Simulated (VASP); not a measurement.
# PbO (P4/nmm) in VASP: notebook

PbO is run at these levels: r2SCAN; tasks: single point.

Everything below comes from runs of VASP 6.6.1. Logs are shortened: lines on timing, memory, paths and dates and some standing lists are left out, and cuts for length are marked.

## Step 1: The cell of the first run

The structure is tetragonal, space group P4/nmm (No. 129). The conventional cell has a = 3.909 Å, b = 3.909 Å, c = 4.908 Å, α = 90.00°, β = 90.00°, γ = 90.00°. Pb (site symmetry 4mm) has 4 O at 2.28 Å within 3.0 Å. O (site symmetry -4m2) has 4 Pb at 2.28 Å and 4 O at 2.76 Å within 3.0 Å.

## Step 2: Single point, r2SCAN

Contents of POSCAR:

```
PbO
1.0
    3.9085485738      0.0000000000      0.0000000000
    0.0000000000      3.9085485738      0.0000000000
    0.0000000000      0.0000000000      4.9077264047
Pb O
2 2
Direct
    0.0000000000      0.5000000000      0.2400000000
    0.5000000000      0.0000000000      0.7600000000
    0.0000000000      0.0000000000      0.0000000000
    0.5000000000      0.5000000000      0.0000000000
```

Contents of INCAR.step1:

```
PREC = Accurate
ENCUT = 520
ISMEAR = 0
SIGMA = 0.01
LREAL = False
LASPH = True
NELM = 100
NBANDS = 28
GGA = PE
ALGO = Normal
EDIFF = 1E-4
LWAVE = True
LCHARG = False
```

Contents of INCAR.step2:

```
PREC = Accurate
ENCUT = 520
EDIFF = 1E-6
ISMEAR = 0
SIGMA = 0.01
LREAL = False
LASPH = True
NELM = 100
ALGO = Normal
ISIF = 2
LWAVE = False
LCHARG = True
METAGGA = R2SCAN
LMIXTAU = True
LELF = True
LVHAR = True
NBANDS = 28
ISTART = 1
```

Contents of KPOINTS:

```
Automatic mesh
0
Gamma
  4 4 4
```

Potentials or basis: VASP PAW PBE potentials, release 64 (Pb_d, O).

On the command line:

```bash
$ cat potpaw_PBE.64/Pb_d/POTCAR potpaw_PBE.64/O/POTCAR > POTCAR
$ cp INCAR.step1 INCAR
$ mpirun -np 1 vasp_std > vasp.out
$ cp INCAR.step2 INCAR
$ mpirun -np 1 vasp_std > vasp.out
```

OUTCAR:

```text
PREC = Accurate
   ENCUT = 520
   EDIFF = 1E-6
   ISMEAR = 0
   LREAL = False
   LASPH = True
   NELM = 100
   ISIF = 2
   METAGGA = R2SCAN
   ISTART = 1

 ion  position               nearest neighbor table
   1  0.000  0.500  0.240-   3 2.28   4 2.28   3 2.28   4 2.28   2 3.63   2 3.63   2 3.63   2 3.63
                             2 3.76   2 3.76   2 3.76   2 3.76
   2  0.500  0.000  0.760-   3 2.28   4 2.28   4 2.28   3 2.28   1 3.63   1 3.63   1 3.63   1 3.63
                             1 3.76   1 3.76   1 3.76   1 3.76
   3  0.000  0.000  0.000-   1 2.28   2 2.28   1 2.28   2 2.28
   4  0.500  0.500  0.000-   1 2.28   2 2.28   2 2.28   1 2.28

  LATTYP: Found a simple tetragonal cell.
 ALAT       =     3.9085485738
 C/A-ratio  =     1.2556390977

  Lattice vectors:

 A1 = (   3.9085485738,   0.0000000000,   0.0000000000)
 A2 = (   0.0000000000,   3.9085485738,   0.0000000000)
 A3 = (   0.0000000000,   0.0000000000,   4.9077264047)

Analysis of symmetry for initial positions (statically):
=====================================================================
 Subroutine PRICEL returns:
 Original cell was already a primitive cell.

 Routine SETGRP: Setting up the symmetry group for a
 simple tetragonal supercell.

 Subroutine GETGRP returns: Found 16 space group operations
 (whereof  8 operations were pure point group operations)
 out of a pool of 16 trial point group operations.

The static configuration has the point symmetry D_2d.
 The point group associated with its full space group is D_4h.

Analysis of symmetry for dynamics (positions and initial velocities):
=====================================================================
 Subroutine PRICEL returns:
 Original cell was already a primitive cell.

 Routine SETGRP: Setting up the symmetry group for a
 simple tetragonal supercell.

 Subroutine GETGRP returns: Found 16 space group operations
 (whereof  8 operations were pure point group operations)
 out of a pool of 16 trial point group operations.

The dynamic configuration has the point symmetry D_2d.
 The point group associated with its full space group is D_4h.

 Subroutine INISYM returns: Found 16 space group operations
 (whereof  8 operations are pure point group operations),
 and found     1 'primitive' translations

----------------------------------------------------------------------------------------

                                     Primitive cell

  volume of cell :      74.9741

  direct lattice vectors                    reciprocal lattice vectors
     3.908548574  0.000000000  0.000000000     0.255849449  0.000000000  0.000000000
     0.000000000  3.908548574  0.000000000     0.000000000  0.255849449  0.000000000
     0.000000000  0.000000000  4.907726405     0.000000000  0.000000000  0.203760340

  length of vectors
     3.908548574  3.908548574  4.907726405     0.255849449  0.255849449  0.203760340

  position of ions in fractional coordinates (direct lattice)
     0.000000000  0.500000000  0.240000000
     0.500000000  0.000000000  0.760000000
     0.000000000  0.000000000  0.000000000
     0.500000000  0.500000000  0.000000000

  ion indices of the primitive-cell ions
   primitive index   ion index
                 1           1
                 2           2
                 3           3
                 4           4

----------------------------------------------------------------------------------------

 KPOINTS: Automatic mesh

Automatic generation of k-mesh.
 Grid dimensions read from file:
 generate k-points for:    4    4    4

 Generating k-lattice:

  Cartesian coordinates                     Fractional coordinates (reciprocal lattice)
     0.063962362  0.000000000  0.000000000     0.250000000  0.000000000  0.000000000
     0.000000000  0.063962362  0.000000000     0.000000000  0.250000000  0.000000000
     0.000000000  0.000000000  0.050940085     0.000000000  0.000000000  0.250000000

  Length of vectors
     0.063962362  0.063962362  0.050940085

  Shift w.r.t. Gamma in fractional coordinates (k-lattice)
     0.000000000  0.000000000  0.000000000

 Subroutine IBZKPT returns following result:
 ===========================================

 Found     18 irreducible k-points:

 Following reciprocal coordinates:
            Coordinates               Weight
  0.000000  0.000000  0.000000      1.000000
  0.250000  0.000000  0.000000      4.000000
  0.500000  0.000000  0.000000      2.000000
  0.250000  0.250000  0.000000      4.000000
  0.500000  0.250000  0.000000      4.000000
  0.500000  0.500000  0.000000      1.000000
[... 10 lines left out ...]
  0.500000  0.250000  0.500000      4.000000
  0.500000  0.500000  0.500000      1.000000
   k-points           NKPTS =     18   k-points in BZ     NKDIM =     18   number of bands    NBANDS=     28
   number of dos      NEDOS =    301   number of ions     NIONS =      4
   total plane-waves  NPLWV =  36000
   dimension x,y,z NGX =    30 NGY =   30 NGZ =   40
   dimension x,y,z NGXF=    60 NGYF=   60 NGZF=   80
   ions per type =               2   2
   NGX,Y,Z   is equivalent  to a cutoff of  12.76, 12.76, 13.55 a.u.
   NGXF,Y,Z  is equivalent  to a cutoff of  25.52, 25.52, 27.10 a.u.
 SYSTEM =  unknown system
   PREC   = accura    normal or accurate (medium, high low for compatibility)
   ISTART =      1    job   : 0-new  1-cont  2-samecut
   ICHARG =      0    charge: 1-file 2-atom 10-const
   ISPIN  =      1    spin polarized calculation?
   LNONCOLLINEAR =      F non collinear calculations
   LSORBIT =      F    spin-orbit coupling
   LASPH  =      T    aspherical Exc in radial PAW
   ENCUT  =  520.0 eV  38.22 Ry    6.18 a.u.   7.27  7.27  9.13*2*pi/ulx,y,z
   NELM   =    100;   NELMIN=  2; NELMDL=  0     # of ELM steps
   EDIFF  = 0.1E-05   stopping-criterion for ELM
   LREAL  =      F    real-space projection
   EDIFFG = 0.1E-04   stopping-criterion for IOM
   NSW    =      0    number of steps for IOM
   IBRION =     -1    ionic relax: 0-MD 1-quasi-New 2-CG
   NFREE  =      0    steps in history (QN), initial steepest desc. (CG)
   ISIF   =      2    stress and relaxation
   ISYM   =      2    0-nonsym 1-usesym 2-fastsym
   POTIM  = 0.5000    time-step for ionic-motion
   TEBEG  =    0.0;   TEEND  =   0.0 temperature during run
   PSTRESS=    0.0 pullay stress
   NELECT =      40.0000    total number of electrons
   NUPDOWN=      -1.0000    fix difference up-down
   EMIN   =  10.00;   EMAX   =-10.00  energy-range for DOS
   EFERMI =   0.00;   METHOD = LEGACY
   ISMEAR =     0;   SIGMA  =   0.01  broadening in eV -4-tet -1-fermi 0-gaus
   EFERMI_NEDOS =   21; number of points for ismear=-14 and -15
   IALGO  =     38    algorithm
   IMIX   =      4    mixing-type and parameters
     AMIX     =   0.40;   BMIX     =  1.00
     AMIX_MAG =   1.60;   BMIX_MAG =  1.00
  volume/ion in A,a.u.               =      18.74       126.49
  Fermi-wavevector in a.u.,A,eV,Ry     =   1.327775  2.509130 23.986874  1.762986
  Thomas-Fermi vector in A             =   2.457062
   LORBIT       =      0    0 simple, 1 ext, 2 COOP (PROOUT), +10 PAW based schemes
   METAGGA = R2SCAN    functional components
   LHFCALC =     F    Hartree Fock is set to
   AEXX    =    0.0000 exact exchange contribution
   IVDW    =     0    specifies the selected vdW correction
   LEPSILON=     F    determine dielectric tensor
   LRPA    =     F    only Hartree local field effects (RPA)
 non-spin polarized calculation
 Gauss-broadening in eV      SIGMA  =   0.01
  energy-cutoff  :      520.00
  volume of cell :       74.97
 maximum number of plane-waves:      2040
 NGX is ok and might be reduce to    30
   NGX = 15   NGY = 15   NGZ = 19

 number of electron      39.9999992 magnetization

 Free energy of the ion-electron system (eV)
  ---------------------------------------------------
  ext. energy  EPLUGINS =         0.00000000
  ---------------------------------------------------
  free energy    TOTEN  =      -129.39896209 eV

  energy without entropy =     -129.39896209  energy(sigma->0) =     -129.39896209

 E-fermi :   5.7957     XC(G=0): -10.7877

 val. band max:        5.6675263741   @ k =   0.0000   0.0000   0.0000
 cond. band min:       7.0083473870   @ k =   0.5000   0.5000   0.0000
 fundamental gap:      1.3408210129
 Fermi energy:         5.7956595012

 k-point     1 :       0.0000    0.0000    0.0000
  band No.  band energies     occupation
      1     -14.3319      2.00000
      2     -13.5751      2.00000
      3     -11.0632      2.00000
      4     -11.0632      2.00000
      5     -10.9819      2.00000
      6     -10.9766      2.00000
[... 20 lines left out ...]
     27      13.5562      0.00000
     28      14.2776      0.00000

 k-point     2 :       0.2500    0.0000    0.0000
  band No.  band energies     occupation
      1     -14.1763      2.00000
      2     -13.6468      2.00000
      3     -11.0261      2.00000
      4     -11.0246      2.00000
      5     -10.9418      2.00000
      6     -10.9220      2.00000
[... 20 lines left out ...]
     27      14.1183      0.00000
     28      17.3643      0.00000

 k-point     3 :       0.5000    0.0000    0.0000
  band No.  band energies     occupation
      1     -13.8724      2.00000
      2     -13.8724      2.00000
      3     -10.9484      2.00000
      4     -10.9484      2.00000
      5     -10.9447      2.00000
      6     -10.9447      2.00000
[... 20 lines left out ...]
     27      15.3272      0.00000
     28      15.3272      0.00000

 k-point     4 :       0.2500    0.2500    0.0000
  band No.  band energies     occupation
      1     -14.0595      2.00000
      2     -13.6913      2.00000
      3     -11.0218      2.00000
      4     -10.9468      2.00000
      5     -10.9127      2.00000
      6     -10.9002      2.00000
[... 392 lines left out ...]
     27      17.0631      0.00000
     28      17.6547      0.00000

 k-point    17 :       0.5000    0.2500    0.5000
  band No.  band energies     occupation
      1     -13.8478      2.00000
      2     -13.8478      2.00000
      3     -10.9728      2.00000
      4     -10.9728      2.00000
      5     -10.8905      2.00000
      6     -10.8905      2.00000
[... 20 lines left out ...]
     27      17.4131      0.00000
     28      17.4131      0.00000

 k-point    18 :       0.5000    0.5000    0.5000
  band No.  band energies     occupation
      1     -13.8195      2.00000
      2     -13.8195      2.00000
      3     -10.9014      2.00000
      4     -10.9014      2.00000
      5     -10.8679      2.00000
      6     -10.8679      2.00000
[... 20 lines left out ...]
     27      17.5750      0.00000
     28      17.5750      0.00000

------------------------ aborting loop because EDIFF is reached ----------------------------------------

  FORCE on cell =-STRESS in cart. coord.  units (eV):
  Direction    XX          YY          ZZ          XY          YZ          ZX
  --------------------------------------------------------------------------------------
  -------------------------------------------------------------------------------------
  Total        3.2207237      3.2207237      2.5168979      0.0000000      0.0000000      0.0000000
  in kB       68.8260231     68.8260231     53.7854495      0.0000000      0.0000000      0.0000000
  external PRESSURE =      63.8124986 kB  Pullay stress =       0.0000000 kB

 VOLUME and BASIS-vectors are now :
 -----------------------------------------------------------------------------
  energy-cutoff  :      520.00
  volume of cell :       74.97
      direct lattice vectors                 reciprocal lattice vectors
     3.908548574  0.000000000  0.000000000     0.255849449  0.000000000  0.000000000
     0.000000000  3.908548574  0.000000000     0.000000000  0.255849449  0.000000000
     0.000000000  0.000000000  4.907726405     0.000000000  0.000000000  0.203760340

 POSITION                                       TOTAL-FORCE (eV/Angst)
 -----------------------------------------------------------------------------------
      0.00000      1.95427      1.17785        -0.000000      0.000000      0.608451
      1.95427      0.00000      3.72987        -0.000000      0.000000     -0.608451
      0.00000      0.00000      0.00000        -0.000000     -0.000000      0.000000
      1.95427      1.95427      0.00000         0.000000      0.000000      0.000000
 -----------------------------------------------------------------------------------
    total drift:                                0.000000      0.000000      0.000000

  FREE ENERGIE OF THE ION-ELECTRON SYSTEM (eV)
  ---------------------------------------------------
  free  energy   TOTEN  =      -129.3989620861 eV

  energy  without entropy=     -129.3989620861  energy(sigma->0) =     -129.39896209
```

Wall time 3.4 min (1 thread of Intel Xeon 8259CL, shared host); peak memory 0.2 GiB.

What came out:

- Free energy: -129.3990 eV
- Pressure: 6.4 GPa
- Largest force: 0.608 eV/Å
- Band gap on the k mesh: 1.34 eV (least direct gap 2.73 eV)

Forces in eV/Å, atoms in the order of the input:
```
Pb   0.000  0.000  0.608
Pb   0.000  0.000 -0.608
O    0.000  0.000  0.000
O    0.000  0.000  0.000
```

Stress tensor (GPa, compression positive):
```
6.88 0.00 0.00
0.00 6.88 0.00
0.00 0.00 5.38
```

Levels at points of the mesh, in eV from the valence-band top:
```
           k point  band 18  band 19  band 20  band 21  band 22  band 23
(0.00, 0.00, 0.00)    -2.05    -2.05     0.00     2.95     6.03     6.06
(0.50, 0.00, 0.00)    -3.48    -1.99    -1.99     3.84     3.84     7.27
(0.50, 0.50, 0.00)    -1.90    -1.39    -1.39     1.34     1.34     5.69
(0.00, 0.00, 0.50)    -2.08    -2.08    -1.27     2.38     4.27     4.27
(0.50, 0.00, 0.50)    -3.44    -1.25    -1.25     3.44     3.44     6.83
(0.50, 0.50, 0.50)    -2.55    -1.39    -1.39     3.70     3.70     5.38
```

Caveat: the cell stands under pressure; the PAW data sets were made with another functional, which shifts forces and pressure a little; spin-orbit coupling is left out, which moves the levels of the heavy elements. r2SCAN opens gaps a little over a GGA but as a rule still falls short of measured ones.

## Step 3: Single point, r2SCAN

This run uses another cell than the first one, of 19.14 Å³/atom.

Contents of POSCAR:

```
PbO
1.0
    3.9360744706      0.0000000000      0.0000000000
    0.0000000000      3.9360744706      0.0000000000
    0.0000000000      0.0000000000      4.9422889970
Pb O
2 2
Direct
    0.0000000000      0.5000000000      0.2400000000
    0.5000000000      0.0000000000      0.7600000000
    0.0000000000      0.0000000000      0.0000000000
    0.5000000000      0.5000000000      0.0000000000
```

Contents of INCAR.step1:

```
  PREC = Accurate
  ENCUT = 520
  ISMEAR = 0
  SIGMA = 0.01
  LREAL = False
  LASPH = True
  NELM = 60
  NBANDS = 28
  GGA = PE
  ALGO = Normal
  EDIFF = 1E-4
  LWAVE = True
  LCHARG = False
```

Contents of INCAR.step2:

```
  PREC = Accurate
  ENCUT = 520
  EDIFF = 1E-7
  ISMEAR = 0
  SIGMA = 0.01
  LREAL = False
  LASPH = True
  NELM = 60
  ALGO = Normal
  ISIF = 2
  LWAVE = False
  LCHARG = False
  METAGGA = R2SCAN
  LMIXTAU = True
  NBANDS = 28
  ISTART = 1
```

Contents of KPOINTS:

```
regular mesh
0
Gamma
  4 4 4
```

Potentials or basis: VASP PAW PBE potentials, release 64 (Pb_d, O).

On the command line:

```bash
$ cat potpaw_PBE.64/Pb_d/POTCAR potpaw_PBE.64/O/POTCAR > POTCAR
$ cp INCAR.step1 INCAR
$ mpirun -np 1 vasp_std > vasp.out
$ cp INCAR.step2 INCAR
$ mpirun -np 1 vasp_std > vasp.out
```

It took 4.8 min on 1 thread of Intel Xeon 8259CL, shared host; peak memory 0.2 GiB.

The run converged. Its results:

| Item | Value |
| --- | --- |
| Free energy | -129.4525 eV |
| Pressure | 4.1 GPa |
| Largest force | 0.285 eV/Å |
| Band gap on the k mesh | 1.38 eV (least direct gap 2.65 eV) |

Forces on the atoms (eV/Å):
```
Pb   0.000  0.000  0.285
Pb   0.000  0.000 -0.285
O    0.000  0.000  0.000
O    0.000  0.000  0.000
```

Stress tensor (GPa, compression positive):
```
4.45 0.00 0.00
0.00 4.45 0.00
0.00 0.00 3.33
```

Levels at points of the mesh, in eV from the valence-band top:
```
           k point  band 17  band 18  band 19  band 20  band 21  band 22  band 23  band 24
(0.00, 0.00, 0.00)    -1.98    -1.92    -1.92     0.00     2.91     6.01     6.02     6.02
(0.50, 0.00, 0.00)    -3.32    -3.32    -1.89    -1.89     3.81     3.81     7.20     7.20
(0.50, 0.50, 0.00)    -1.85    -1.85    -1.27    -1.27     1.38     1.38     5.68     5.68
(0.00, 0.00, 0.50)    -2.02    -1.95    -1.95    -1.17     2.39     4.28     4.28     4.52
(0.50, 0.00, 0.50)    -3.28    -3.28    -1.18    -1.18     3.43     3.43     6.78     6.78
(0.50, 0.50, 0.50)    -2.48    -2.48    -1.27    -1.27     3.72     3.72     5.33     5.33
```

Caveat: the cell stands under pressure; the PAW data sets were made with another functional, which shifts forces and pressure a little; spin-orbit coupling is left out, which moves the levels of the heavy elements.
